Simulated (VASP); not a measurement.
# Ti4RuC (P-6m2) in VASP: notebook, part 2 of 2

VASP 6.6.1.

**3. Relaxation of cell and atoms, PBE**

This run uses another cell than the first one, of 14.17 Å³/atom.

Contents of INCAR:

```
SYSTEM = Ti4RuC
PREC     = Accurate       ! precision mode
ENCUT    = 600            ! plane-wave cutoff, eV
EDIFF    = 1E-7           ! SCF threshold, eV
ISMEAR   = 0              ! smearing method
SIGMA    = 0.2            ! smearing width, eV
LREAL    = .False.        ! projectors in reciprocal space
LASPH    = .True.         ! aspherical terms in the spheres
NELM     = 100            ! most SCF steps
ALGO     = Normal         ! electronic algorithm
ISIF     = 3              ! what is computed and relaxed
LWAVE    = .False.        ! write WAVECAR
LCHARG   = .False.        ! write CHGCAR
GGA      = PE             ! functional
IBRION   = 2              ! ionic algorithm
NSW      = 36             ! ionic steps
EDIFFG   = -0.08          ! ionic threshold
```

Contents of KPOINTS:

```
regular mesh
0
Gamma
  4 4 4
  0 0 0
```

Contents of POSCAR:

```
Ti4RuC
1.0
    5.0693158800      0.0000000000      0.0000000000
   -2.5346579400      4.3901563300      0.0000000000
    0.0000000000      0.0000000000      3.8215052500
Ti Ru C
4 1 1
Direct
    0.6666666700      0.3333333300      0.0000000000
    0.0101650000      0.5050825000      0.5000000000
    0.4949175000      0.5050825000      0.5000000000
    0.4949175000      0.9898350000      0.5000000000
    0.0000000000      0.0000000000      0.0000000000
    0.3333333300      0.6666666700      0.0000000000
```

Potentials or basis: VASP PAW PBE potentials, release 64 (Ti_sv, Ru_pv, C).

Run with:

```
$ cat potpaw_PBE.64/Ti_sv/POTCAR potpaw_PBE.64/Ru_pv/POTCAR potpaw_PBE.64/C/POTCAR > POTCAR
$ mpirun -np 1 vasp_std > vasp.out
```

OUTCAR:

```text
SYSTEM = Ti4RuC
   PREC = Accurate
   ENCUT = 600
   EDIFF = 1E-7
   ISMEAR = 0
   LREAL = .False.
   LASPH = .True.
   NELM = 100
   ISIF = 3
   GGA = PE
   IBRION = 2
   NSW = 36
   EDIFFG = -0.08

 ion  position               nearest neighbor table
   1  0.667  0.333  0.000-   4 2.43   4 2.43   2 2.43   2 2.43   3 2.43   3 2.43   5 2.93   5 2.93
                             5 2.93
   2  0.010  0.505  0.500-   6 2.38   6 2.38   1 2.43   1 2.43   4 2.46   3 2.46   4 2.61   3 2.61

   3  0.495  0.505  0.500-   6 2.38   6 2.38   1 2.43   1 2.43   4 2.46   2 2.46   4 2.61   2 2.61

   4  0.495  0.990  0.500-   6 2.38   6 2.38   1 2.43   1 2.43   3 2.46   2 2.46   2 2.61   3 2.61

   5  0.000  0.000  0.000-   1 2.93   1 2.93   1 2.93
   6  0.333  0.667  0.000-   4 2.38   4 2.38   2 2.38   2 2.38   3 2.38   3 2.38

  LATTYP: Found a hexagonal cell.
 ALAT       =     5.0693158800
 C/A-ratio  =     0.7538502907

  Lattice vectors:

 A1 = (   5.0693158800,   0.0000000000,   0.0000000000)
 A2 = (  -2.5346579400,   4.3901563300,   0.0000000000)
 A3 = (   0.0000000000,   0.0000000000,   3.8215052500)

Analysis of symmetry for initial positions (statically):
=====================================================================
 Subroutine PRICEL returns:
 Original cell was already a primitive cell.

 Routine SETGRP: Setting up the symmetry group for a
 hexagonal supercell.

 Subroutine GETGRP returns: Found 12 space group operations
 (whereof 12 operations were pure point group operations)
 out of a pool of 24 trial point group operations.

The static configuration has the point symmetry D_3h.

Analysis of symmetry for dynamics (positions and initial velocities):
=====================================================================
 Subroutine PRICEL returns:
 Original cell was already a primitive cell.

 Routine SETGRP: Setting up the symmetry group for a
 hexagonal supercell.

 Subroutine GETGRP returns: Found 12 space group operations
 (whereof 12 operations were pure point group operations)
[... 120 lines left out ...]
  Thomas-Fermi vector in A             =   2.615399
   LORBIT       =      0    0 simple, 1 ext, 2 COOP (PROOUT), +10 PAW based schemes
   GGA     = PE    functional components
   LHFCALC =     F    Hartree Fock is set to
   AEXX    =    0.0000 exact exchange contribution
   IVDW    =     0    specifies the selected vdW correction
   LEPSILON=     F    determine dielectric tensor
   LRPA    =     F    only Hartree local field effects (RPA)
 conjugate gradient relaxation of ions
 non-spin polarized calculation
 Gauss-broadening in eV      SIGMA  =   0.20
  energy-cutoff  :      600.00
  volume of cell :       85.05
 maximum number of plane-waves:      2868
   NGX = 21   NGY = 21   NGZ = 15

--------------------------------------- Ionic step        1  -------------------------------------------

 number of electron      66.0000013 magnetization

 Free energy of the ion-electron system (eV)
  ---------------------------------------------------
  ext. energy  EPLUGINS =         0.00000000
  ---------------------------------------------------
  free energy    TOTEN  =       -45.54975879 eV

  energy without entropy =      -45.41655568  energy(sigma->0) =      -45.48315724

------------------------ aborting loop because EDIFF is reached ----------------------------------------

  FORCE on cell =-STRESS in cart. coord.  units (eV):
  Direction    XX          YY          ZZ          XY          YZ          ZX
  --------------------------------------------------------------------------------------
  -------------------------------------------------------------------------------------
  Total        1.3369257      1.3369257      0.2349924      0.0000000      0.0000000     -0.0000000
  in kB       25.1857021     25.1857021      4.4269099      0.0000000      0.0000000     -0.0000000
  external PRESSURE =      18.2661047 kB  Pullay stress =       0.0000000 kB
[... 101 lines left out ...]
  FREE ENERGIE OF THE ION-ELECTRON SYSTEM (eV)
  ---------------------------------------------------
  free  energy   TOTEN  =       -45.6257582954 eV

  energy  without entropy=      -45.4819940294  energy(sigma->0) =      -45.55387616

[... ionic steps 4 to 19 ...]

--------------------------------------- Ionic step       20  -------------------------------------------

 number of electron      65.9999992 magnetization

------------------------ aborting loop because EDIFF is reached ----------------------------------------
[... 75 lines left out ...]
--------------------------------------- Ionic step       22  -------------------------------------------

 number of electron      65.9999997 magnetization

 Free energy of the ion-electron system (eV)
  ---------------------------------------------------
  ext. energy  EPLUGINS =         0.00000000
  ---------------------------------------------------
  free energy    TOTEN  =       -46.06967462 eV

  energy without entropy =      -45.90428638  energy(sigma->0) =      -45.98698050

 E-fermi :   8.5812     XC(G=0): -11.9471

 val. band max:        8.5432527260   @ k =   0.2500   0.2500   0.0000
 cond. band min:       8.5870722775   @ k =   0.2500   0.2500   0.0000
 fundamental gap:      0.0438195514
 Fermi energy:         8.5812225388

 k-point     1 :       0.0000    0.0000    0.0000
  band No.  band energies     occupation
      1     -48.1383      2.00000
      2     -47.9167      2.00000
      3     -47.9167      2.00000
      4     -47.2072      2.00000
      5     -33.4865      2.00000
      6     -33.4865      2.00000
[... 526 lines left out ...]
  FREE ENERGIE OF THE ION-ELECTRON SYSTEM (eV)
  ---------------------------------------------------
  free  energy   TOTEN  =       -46.0696746204 eV

  energy  without entropy=      -45.9042863828  energy(sigma->0) =      -45.98698050

 reached required accuracy - stopping structural energy minimisation
```

OSZICAR:

```text
N       E                     dE             d eps       ncg     rms          rms(c)
DAV:   1     0.985929448780E+03    0.98593E+03   -0.36798E+04   944   0.230E+03
DAV:   2     0.717687888988E+02   -0.91416E+03   -0.89963E+03   936   0.682E+02
DAV:   3    -0.356800673977E+02   -0.10745E+03   -0.10353E+03  1535   0.198E+02
[... 334 lines left out ...]
DAV:   8    -0.460696674617E+02   -0.83763E-05   -0.10034E-05  1523   0.149E-02    0.154E-02
DAV:   9    -0.460696746033E+02   -0.71416E-05   -0.20569E-05  1428   0.203E-02    0.509E-03
DAV:  10    -0.460696748387E+02   -0.23540E-06   -0.35946E-06  1372   0.115E-02    0.214E-03
DAV:  11    -0.460696746633E+02    0.17543E-06   -0.50966E-07  1100   0.519E-03    0.533E-04
DAV:  12    -0.460696746204E+02    0.42844E-07   -0.66848E-08   517   0.233E-03
  22 F= -.46069675E+02 E0= -.45986981E+02  d E =-.236050E-02
```

CONTCAR:

```text
Ti4RuC
   1.00000000000000
     5.7069998751100801    0.0000000000000000   -0.0000000000000000
    -2.8534999375550401    4.9424068686010560   -0.0000000000000000
     0.0000000000000000    0.0000000000000000    3.1441574237127767
  Ti              Ru              C
     4     1     1
Direct
     0.6666666699999979    0.3333333300000021    1.0000000000000000
     0.0290334693209642    0.5145167346605618    0.5000000000000000
     0.4854832653395976    0.5145167346605618    0.5000000000000000
     0.4854832653394383    0.9709665306788765    0.5000000000000000
     0.0000000000000000    0.0000000000000000    1.0000000000000000
     0.3333333300000021    0.6666666699999979    1.0000000000000000

  0.00000000E+00  0.00000000E+00  0.00000000E+00
  0.00000000E+00  0.00000000E+00  0.00000000E+00
  0.00000000E+00  0.00000000E+00  0.00000000E+00
  0.00000000E+00  0.00000000E+00  0.00000000E+00
  0.00000000E+00  0.00000000E+00  0.00000000E+00
  0.00000000E+00  0.00000000E+00  0.00000000E+00
```

Wall time 12 min (1 thread of AMD EPYC 9R45 (Zen 5), shared host); peak memory 0.22 GiB.

Results:

| Property | Result |
| --- | --- |
| Free energy | -46.0697 eV |
| Relaxed volume | 14.78 Å³/atom |
| Relaxed cell | a = 5.707 Å, b = 5.707 Å, c = 3.144 Å, α = 90.00°, β = 90.00°, γ = 120.00° |
| Space group after relaxing (to 0.1 Å) | P-6m2 (No. 187) |
| Energy gained by relaxing | 86.7 meV/atom |
| Ionic steps | 22 |
| Pressure after relaxing | 0.1 GPa |
| Largest force after relaxing | 0.063 eV/Å |
| Band gap on the k mesh | zero (bands 33 and 34 overlap by 0.53 eV) |

Forces in eV/Å, atoms in the order of the input:
```
Ti   0.000  0.000  0.000
Ti   0.054  0.031  0.000
Ti  -0.054  0.031  0.000
Ti   0.000 -0.063  0.000
Ru   0.000  0.000  0.000
C    0.000  0.000  0.000
```

Stress tensor (GPa, compression positive):
```
 0.27  0.00  0.00
 0.00  0.27  0.00
 0.00  0.00 -0.13
```

The path:
```tsv
step	energy change (eV)	largest force (eV/Å)	pressure (GPa)	volume (Å³)
1	0.0000	1.2016	1.83	85.05
2	-0.0545	0.6853	-1.16	87.05
3	-0.0760	0.0540	-0.27	86.34
4	-0.0972	0.0769	-0.04	86.24
5	-0.1701	0.1459	0.88	85.84
6	-0.3093	0.3661	3.82	84.66
7	-0.0482	0.6726	16.57	80.64
8	-0.3548	0.5453	5.86	83.86
9	-0.3271	0.5917	10.19	82.41
10	-0.3635	0.5730	8.05	83.08
11	-0.3673	0.5616	8.02	83.13
12	-0.3776	0.5278	7.95	83.26
13	-0.3932	0.4581	7.86	83.51
14	-0.4045	0.3133	7.88	83.98
15	-0.4201	0.2727	7.28	84.29
16	-0.4598	0.1550	5.55	85.24
17	-0.5077	0.0627	2.32	87.15
18	-0.4877	0.4325	-3.27	91.06
19	-0.5176	0.2120	0.10	88.59
20	-0.5176	0.2028	0.25	88.50
21	-0.5184	0.1679	0.22	88.55
22	-0.5199	0.0627	0.14	88.69
```

Final structure:
```xyz
6
Lattice="5.7070 0.0000 0.0000 -2.8535 4.9424 0.0000 0.0000 0.0000 3.1442" Properties=species:S:1:pos:R:3 pbc="T T T"
Ti    2.8535    1.6475    3.1442
Ti   -1.3025    2.5430    1.5721
Ti    1.3025    2.5430    1.5721
Ti    0.0000    4.7989    1.5721
Ru    0.0000    0.0000    3.1442
C     0.0000    3.2949    3.1442
```

Levels at points of the mesh, in eV from the Fermi level:
```tsv
k point	band 30	band 31	band 32	band 33	band 34	band 35	band 36	band 37
(0.00, 0.00, 0.00)	-0.85	-0.28	-0.28	0.15	0.15	0.24	0.41	0.41
(0.50, 0.00, 0.00)	-0.80	-0.53	-0.32	-0.11	-0.04	-0.04	0.67	0.74
(0.00, 0.00, 0.50)	-1.08	-1.08	-0.31	-0.31	0.91	1.06	1.24	1.24
(0.50, 0.00, 0.50)	-0.61	-0.43	-0.04	0.35	0.41	0.74	0.77	0.91
```

Caveat: the k points lie up to 0.50 Å⁻¹ apart in the final cell, too coarse for converged energies and pressures of a metal; a cell axis changed by over 15 % at a fixed basis, so the end point is rough; the relaxation stopped at a loose force limit of 0.08 eV/Å, so its end isn't a converged minimum.

The gap in the log of VASP goes by the Fermi energy; the results here count the filled bands.